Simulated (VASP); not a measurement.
TiCo: single point with PBE

Crystal: TiCo.

```
CELL_PARAMETERS angstrom
2.98611 0.00000 0.00000
0.00000 2.98611 0.00000
0.00000 0.00000 2.98611
ATOMIC_POSITIONS crystal
Co 0.50000 0.50000 0.50000
Ti 0.00000 0.00000 0.00000
```

```json
{"Program": "VASP 6.6.1", "Task": "single point", "Functional": "PBE", "Potentials or basis": "VASP PAW PBE potentials, release 64 (Co, Ti_sv)", "Cutoff": "520 eV", "k mesh": "9 × 9 × 9", "Occupations": "gaussian, width 0.027 eV", "Spin": "collinear spin, ferromagnetic start", "Starting moments": "[2.0, 1.0] μB", "Dipole correction": "no", "Further INCAR settings": "ALGO = Normal; EDIFF = 1e-06; NBANDS = 22"}
```

```
Pressure                                              : -0.8 GPa
Net moment                                            : 0.84 μB per cell
Site moments                                          : Co +0.92; Ti -0.03 μB
Valence electrons inside the program's atomic spheres : Co 8.29; Ti 10.29
```

Levels at points of the mesh, in eV from the Fermi level:
Spin up:
```
           k point  band 8  band 9  band 10  band 11  band 12  band 13  band 14  band 15
(0.00, 0.00, 0.00)   -1.90   -1.90    -1.90     0.46     0.46     2.64     2.64     2.64
```
Spin down:
```tsv
k point	band 7	band 8	band 9	band 10	band 11	band 12	band 13	band 14
(0.00, 0.00, 0.00)	-3.55	-1.37	-1.37	-1.37	0.99	0.99	2.74	2.74
```

Run time: 24 s on 1 thread of Intel(R) Xeon(R) Platinum 8488C (Sapphire Rapids), with other jobs on the host, peak memory 0.17 GiB.
